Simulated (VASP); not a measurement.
# HfO2 (Fm-3m) in VASP: notebook

The runs below take HfO2 through single point, with LDA, PBEsol.

All numbers are computed with VASP 6.6.1; they aren't measurements. Logs are shortened: lines on timing, memory, paths and dates and some standing lists are left out, and cuts for length are marked.

## 1. The cell of the first run

Symmetry: Fm-3m, No. 225, cubic system. The conventional cell has a = 5.115 Å, b = 5.115 Å, c = 5.115 Å, α = 90.00°, β = 90.00°, γ = 90.00°. Hf (site symmetry m-3m) has 8 O at 2.21 Å within 2.9 Å. O (site symmetry -43m) has 4 Hf at 2.21 Å and 6 O at 2.56 Å within 2.9 Å.

## 2. Single point, LDA

INCAR reads:

```
SYSTEM = HfO2
PREC = Accurate ; ENCUT = 600
EDIFF = 1E-6 ; ISMEAR = 1
SIGMA = 0.05 ; LREAL = .FALSE.
LASPH = .TRUE. ; NELM = 120
ALGO = Normal ; ISIF = 2
LWAVE = .FALSE. ; LCHARG = .TRUE.
GGA = CA ; LELF = .TRUE.
LVHAR = .TRUE. ; NBANDS = 18
GGA_COMPAT = .FALSE.
```

KPOINTS reads:

```
Automatic mesh
0
G
  6 6 6
  0 0 0
```

POSCAR reads:

```
HfO2
1.0
    0.0000000000      2.5575000000      2.5575000000
    2.5575000000      0.0000000000      2.5575000000
    2.5575000000      2.5575000000      0.0000000000
Hf O
1 2
Direct
    0.0000000000      0.0000000000      0.0000000000
    0.2500000000      0.2500000000      0.2500000000
    0.7500000000      0.7500000000      0.7500000000
```

Potentials or basis: VASP PAW LDA potentials, release 64 (Hf_pv, O).

On the command line:

```sh
> cat potpaw_LDA.64/Hf_pv/POTCAR potpaw_LDA.64/O/POTCAR > POTCAR
> mpirun -np 1 vasp_std > vasp.out
```

OUTCAR:

```text
SYSTEM = HfO2
   PREC = Accurate
   ENCUT = 600
   EDIFF = 1E-6
   ISMEAR = 1
   LREAL = .FALSE.
   LASPH = .TRUE.
   NELM = 120
   ISIF = 2
   GGA = CA

 ion  position               nearest neighbor table
   1  0.000  0.000  0.000-   3 2.21   3 2.21   3 2.21   2 2.21   3 2.21   2 2.21   2 2.21   2 2.21

   2  0.250  0.250  0.250-   1 2.21   1 2.21   1 2.21   1 2.21
   3  0.750  0.750  0.750-   1 2.21   1 2.21   1 2.21   1 2.21

  LATTYP: Found a face centered cubic cell.
 ALAT       =     5.1150000000

  Lattice vectors:

 A1 = (   0.0000000000,   2.5575000000,   2.5575000000)
 A2 = (   2.5575000000,   0.0000000000,   2.5575000000)
 A3 = (   2.5575000000,   2.5575000000,   0.0000000000)

Analysis of symmetry for initial positions (statically):
=====================================================================
 Subroutine PRICEL returns:
 Original cell was already a primitive cell.

 Routine SETGRP: Setting up the symmetry group for a
 face centered cubic supercell.

 Subroutine GETGRP returns: Found 48 space group operations
 (whereof 48 operations were pure point group operations)
 out of a pool of 48 trial point group operations.

The static configuration has the point symmetry O_h .

Analysis of symmetry for dynamics (positions and initial velocities):
=====================================================================
 Subroutine PRICEL returns:
 Original cell was already a primitive cell.

 Routine SETGRP: Setting up the symmetry group for a
 face centered cubic supercell.

 Subroutine GETGRP returns: Found 48 space group operations
 (whereof 48 operations were pure point group operations)
 out of a pool of 48 trial point group operations.

The dynamic configuration has the point symmetry O_h .

 Subroutine INISYM returns: Found 48 space group operations
 (whereof 48 operations are pure point group operations),
 and found     1 'primitive' translations

----------------------------------------------------------------------------------------

                                     Primitive cell

  volume of cell :      33.4562

  direct lattice vectors                    reciprocal lattice vectors
     0.000000000  2.557500000  2.557500000    -0.195503421  0.195503421  0.195503421
     2.557500000  0.000000000  2.557500000     0.195503421 -0.195503421  0.195503421
     2.557500000  2.557500000  0.000000000     0.195503421  0.195503421 -0.195503421

  length of vectors
     3.616851186  3.616851186  3.616851186     0.338621859  0.338621859  0.338621859

  position of ions in fractional coordinates (direct lattice)
     0.000000000  0.000000000  0.000000000
     0.250000000  0.250000000  0.250000000
     0.750000000  0.750000000  0.750000000

  ion indices of the primitive-cell ions
   primitive index   ion index
                 1           1
                 2           2
                 3           3

----------------------------------------------------------------------------------------

 KPOINTS: Automatic mesh

Automatic generation of k-mesh.
 Grid dimensions read from file:
 generate k-points for:    6    6    6

 Generating k-lattice:

  Cartesian coordinates                     Fractional coordinates (reciprocal lattice)
    -0.032583904  0.032583904  0.032583904     0.166666667  0.000000000  0.000000000
     0.032583904 -0.032583904  0.032583904     0.000000000  0.166666667  0.000000000
     0.032583904  0.032583904 -0.032583904     0.000000000  0.000000000  0.166666667

  Length of vectors
     0.056436976  0.056436976  0.056436976

  Shift w.r.t. Gamma in fractional coordinates (k-lattice)
     0.000000000  0.000000000  0.000000000

 Subroutine IBZKPT returns following result:
 ===========================================

 Found     16 irreducible k-points:

 Following reciprocal coordinates:
            Coordinates               Weight
  0.000000  0.000000  0.000000      1.000000
  0.166667  0.000000  0.000000      8.000000
  0.333333  0.000000  0.000000      8.000000
  0.500000  0.000000  0.000000      4.000000
  0.166667  0.166667  0.000000      6.000000
  0.333333  0.166667  0.000000     24.000000
[... 8 lines left out ...]
 -0.333333  0.333333  0.166667     24.000000
 -0.333333  0.500000  0.166667     12.000000
   k-points           NKPTS =     16   k-points in BZ     NKDIM =     16   number of bands    NBANDS=     18
   number of dos      NEDOS =    301   number of ions     NIONS =      3
   total plane-waves  NPLWV =  27000
   dimension x,y,z NGX =    30 NGY =   30 NGZ =   30
   dimension x,y,z NGXF=    60 NGYF=   60 NGZF=   60
   ions per type =               1   2
   NGX,Y,Z   is equivalent  to a cutoff of  13.79, 13.79, 13.79 a.u.
   NGXF,Y,Z  is equivalent  to a cutoff of  27.58, 27.58, 27.58 a.u.
 SYSTEM =  HfO2
   PREC   = accura    normal or accurate (medium, high low for compatibility)
   ISTART =      0    job   : 0-new  1-cont  2-samecut
   ICHARG =      2    charge: 1-file 2-atom 10-const
   ISPIN  =      1    spin polarized calculation?
   LNONCOLLINEAR =      F non collinear calculations
   LSORBIT =      F    spin-orbit coupling
   LASPH  =      T    aspherical Exc in radial PAW
   ENCUT  =  600.0 eV  44.10 Ry    6.64 a.u.   7.22  7.22  7.22*2*pi/ulx,y,z
   NELM   =    120;   NELMIN=  2; NELMDL= -5     # of ELM steps
   EDIFF  = 0.1E-05   stopping-criterion for ELM
   LREAL  =      F    real-space projection
   EDIFFG = 0.1E-04   stopping-criterion for IOM
   NSW    =      0    number of steps for IOM
   IBRION =     -1    ionic relax: 0-MD 1-quasi-New 2-CG
   NFREE  =      0    steps in history (QN), initial steepest desc. (CG)
   ISIF   =      2    stress and relaxation
   ISYM   =      2    0-nonsym 1-usesym 2-fastsym
   POTIM  = 0.5000    time-step for ionic-motion
   TEBEG  =    0.0;   TEEND  =   0.0 temperature during run
   PSTRESS=    0.0 pullay stress
   NELECT =      22.0000    total number of electrons
   NUPDOWN=      -1.0000    fix difference up-down
   EMIN   =  10.00;   EMAX   =-10.00  energy-range for DOS
   EFERMI =   0.00;   METHOD = LEGACY
   ISMEAR =     1;   SIGMA  =   0.05  broadening in eV -4-tet -1-fermi 0-gaus
   EFERMI_NEDOS =   21; number of points for ismear=-14 and -15
   IALGO  =     38    algorithm
   IMIX   =      4    mixing-type and parameters
     AMIX     =   0.40;   BMIX     =  1.00
     AMIX_MAG =   1.60;   BMIX_MAG =  1.00
  volume/ion in A,a.u.               =      11.15        75.26
  Fermi-wavevector in a.u.,A,eV,Ry     =   1.423607  2.690227 27.574337  2.026657
  Thomas-Fermi vector in A             =   2.544186
   LORBIT       =      0    0 simple, 1 ext, 2 COOP (PROOUT), +10 PAW based schemes
   GGA     = CA    functional components
   LHFCALC =     F    Hartree Fock is set to
   AEXX    =    0.0000 exact exchange contribution
   IVDW    =     0    specifies the selected vdW correction
   LEPSILON=     F    determine dielectric tensor
   LRPA    =     F    only Hartree local field effects (RPA)
 non-spin polarized calculation
 Methfessel and Paxton  Order N= 1 SIGMA  =   0.05
  energy-cutoff  :      600.00
  volume of cell :       33.46
 maximum number of plane-waves:      1139
 NGX is ok and might be reduce to    30
   NGX = 15   NGY = 15   NGZ = 15

 number of electron      21.9999993 magnetization

 Free energy of the ion-electron system (eV)
  ---------------------------------------------------
  ext. energy  EPLUGINS =         0.00000000
  ---------------------------------------------------
  free energy    TOTEN  =       -32.91614748 eV

  energy without entropy =      -32.91618775  energy(sigma->0) =      -32.91616090

 E-fermi :   3.8633     XC(G=0): -12.1747

 val. band max:        3.8211614104   @ k =   0.5000   0.5000   0.0000
 cond. band min:       7.3466558726   @ k =   0.5000   0.5000   0.0000
 fundamental gap:      3.5254944622
 Fermi energy:         3.8632549917

 k-point     1 :       0.0000    0.0000    0.0000
  band No.  band energies     occupation
      1     -25.7892      2.00000
      2     -25.7892      2.00000
      3     -25.7892      2.00000
      4     -14.4860      2.00000
      5     -11.4599      2.00000
      6      -1.4239      2.00000
[... 10 lines left out ...]
     17      13.8581      0.00000
     18      16.2656      0.00000

 k-point     2 :       0.1667    0.0000    0.0000
  band No.  band energies     occupation
      1     -25.8930      2.00000
      2     -25.8008      2.00000
      3     -25.8008      2.00000
      4     -14.1413      2.00000
      5     -11.7385      2.00000
      6      -1.1718      2.00000
[... 10 lines left out ...]
     17      13.4469      0.00000
     18      16.2515      0.00000

 k-point     3 :       0.3333    0.0000    0.0000
  band No.  band energies     occupation
      1     -26.0901      2.00000
      2     -25.8240      2.00000
      3     -25.8240      2.00000
      4     -13.4849      2.00000
      5     -12.1438      2.00000
      6      -0.6579      2.00000
[... 10 lines left out ...]
     17      13.0050      0.00000
     18      15.4722      0.00000

 k-point     4 :       0.5000    0.0000    0.0000
  band No.  band energies     occupation
      1     -26.1838      2.00000
      2     -25.8355      2.00000
      3     -25.8355      2.00000
      4     -13.2489      2.00000
      5     -12.1972      2.00000
      6      -0.4163      2.00000
[... 10 lines left out ...]
     17      12.8507      0.00000
     18      15.7581      0.00000

 k-point     5 :       0.1667    0.1667    0.0000
  band No.  band energies     occupation
      1     -25.9007      2.00000
      2     -25.8180      2.00000
      3     -25.8180      2.00000
      4     -14.0151      2.00000
      5     -11.8333      2.00000
      6      -1.1318      2.00000
[... 10 lines left out ...]
     17      13.2748      0.00000
     18      16.2444      0.00000

 k-point     6 :       0.3333    0.1667    0.0000
  band No.  band energies     occupation
      1     -26.0435      2.00000
      2     -25.8528      2.00000
      3     -25.8439      2.00000
      4     -13.4165      2.00000
      5     -12.2077      2.00000
      6      -0.7555      2.00000
[... 10 lines left out ...]
     17      13.2068      0.00000
     18      16.1961      0.00000

 k-point     7 :       0.5000    0.1667    0.0000
  band No.  band energies     occupation
      1     -26.1456      2.00000
      2     -25.8998      2.00000
      3     -25.8526      2.00000
      4     -13.0414      2.00000
      5     -12.3218      2.00000
      6      -0.8644      2.00000
[... 10 lines left out ...]
     17      13.8784      0.00000
     18      16.0109      0.00000

 k-point     8 :      -0.3333    0.1667    0.0000
  band No.  band energies     occupation
      1     -26.1132      2.00000
      2     -25.9106      2.00000
      3     -25.8356      2.00000
      4     -13.1192      2.00000
      5     -12.3155      2.00000
      6      -0.9422      2.00000
[... 10 lines left out ...]
     17      13.9512      0.00000
     18      15.9299      0.00000

 k-point     9 :      -0.1667    0.1667    0.0000
  band No.  band energies     occupation
      1     -25.9909      2.00000
      2     -25.8591      2.00000
      3     -25.8097      2.00000
      4     -13.6676      2.00000
      5     -12.0590      2.00000
      6      -1.0753      2.00000
[... 10 lines left out ...]
     17      13.2416      0.00000
     18      16.2139      0.00000

 k-point    10 :       0.3333    0.3333    0.0000
  band No.  band energies     occupation
      1     -26.1080      2.00000
      2     -25.8752      2.00000
      3     -25.8752      2.00000
      4     -12.9740      2.00000
      5     -12.4602      2.00000
      6      -1.4403      2.00000
[... 10 lines left out ...]
     17      13.0257      0.00000
     18      16.2505      0.00000

 k-point    11 :       0.5000    0.3333    0.0000
  band No.  band energies     occupation
      1     -26.1520      2.00000
      2     -25.9379      2.00000
      3     -25.8867      2.00000
      4     -12.6739      2.00000
      5     -12.5197      2.00000
      6      -2.0017      2.00000
[... 10 lines left out ...]
     17      15.1310      0.00000
     18      16.2516      0.00000

 k-point    12 :      -0.3333    0.3333    0.0000
  band No.  band energies     occupation
      1     -26.0687      2.00000
      2     -26.0439      2.00000
      3     -25.8670      2.00000
      4     -12.7316      2.00000
      5     -12.4588      2.00000
      6      -1.5324      2.00000
[... 10 lines left out ...]
     17      15.3936      0.00000
     18      16.2229      0.00000

 k-point    13 :       0.5000    0.5000    0.0000
  band No.  band energies     occupation
      1     -26.2047      2.00000
      2     -25.9036      2.00000
      3     -25.9036      2.00000
      4     -12.7314      2.00000
      5     -12.3738      2.00000
      6      -2.5831      2.00000
[... 10 lines left out ...]
     17      16.2415      0.00000
     18      16.5703      0.00000

 k-point    14 :       0.5000    0.3333    0.1667
  band No.  band energies     occupation
      1     -26.0969      2.00000
      2     -25.9406      2.00000
      3     -25.8626      2.00000
      4     -12.8981      2.00000
      5     -12.4589      2.00000
      6      -1.0966      2.00000
[... 10 lines left out ...]
     17      14.3169      0.00000
     18      16.2348      0.00000

 k-point    15 :      -0.3333    0.3333    0.1667
  band No.  band energies     occupation
      1     -26.0974      2.00000
      2     -26.0029      2.00000
      3     -25.8793      2.00000
      4     -12.7282      2.00000
      5     -12.4624      2.00000
      6      -1.0881      2.00000
[... 10 lines left out ...]
     17      15.2254      0.00000
     18      16.2166      0.00000

 k-point    16 :      -0.3333    0.5000    0.1667
  band No.  band energies     occupation
      1     -26.1315      2.00000
      2     -25.9810      2.00000
      3     -25.9051      2.00000
      4     -12.6386      2.00000
      5     -12.4599      2.00000
      6      -1.9867      2.00000
[... 10 lines left out ...]
     17      16.2335      0.00000
     18      16.4828      0.00000

------------------------ aborting loop because EDIFF is reached ----------------------------------------

  FORCE on cell =-STRESS in cart. coord.  units (eV):
  Direction    XX          YY          ZZ          XY          YZ          ZX
  --------------------------------------------------------------------------------------
  -------------------------------------------------------------------------------------
  Total       -4.0893209     -4.0893209     -4.0893209      0.0000000      0.0000000      0.0000000
  in kB     -195.8325381   -195.8325381   -195.8325381      0.0000000      0.0000000      0.0000000
  external PRESSURE =    -195.8325381 kB  Pullay stress =       0.0000000 kB

 VOLUME and BASIS-vectors are now :
 -----------------------------------------------------------------------------
  energy-cutoff  :      600.00
  volume of cell :       33.46
      direct lattice vectors                 reciprocal lattice vectors
     0.000000000  2.557500000  2.557500000    -0.195503421  0.195503421  0.195503421
     2.557500000  0.000000000  2.557500000     0.195503421 -0.195503421  0.195503421
     2.557500000  2.557500000  0.000000000     0.195503421  0.195503421 -0.195503421

 POSITION                                       TOTAL-FORCE (eV/Angst)
 -----------------------------------------------------------------------------------
      0.00000      0.00000      0.00000         0.000000      0.000000     -0.000000
      1.27875      1.27875      1.27875         0.000000      0.000000      0.000000
      3.83625      3.83625      3.83625        -0.000000     -0.000000     -0.000000
 -----------------------------------------------------------------------------------
    total drift:                                0.000000     -0.000000      0.000000

  FREE ENERGIE OF THE ION-ELECTRON SYSTEM (eV)
  ---------------------------------------------------
  free  energy   TOTEN  =       -32.9161474767 eV

  energy  without entropy=      -32.9161877499  energy(sigma->0) =      -32.91616090
```

Wall time 17 s (1 thread of Intel Xeon 8259CL, shared host); peak memory 0.15 GiB.

What came out:

| Quantity | Value |
| --- | --- |
| Free energy | -32.9161 eV |
| Pressure | -19.6 GPa |
| Band gap on the k mesh | 3.53 eV, direct |

Levels at points of the mesh, in eV from the valence-band top:
```csv
k point,band 9,band 10,band 11,band 12,band 13,band 14
"(0.00, 0.00, 0.00)",-0.60,-0.60,-0.60,3.62,3.62,5.48
"(0.50, 0.00, 0.00)",-2.70,-1.81,-1.81,4.33,4.33,6.69
"(0.50, 0.50, 0.00)",-1.51,-1.51,0.00,3.53,5.19,6.35
```

Caveat: spin-orbit coupling is left out, which moves the levels of the heavy elements.

(Continued in part 2 of 2.)
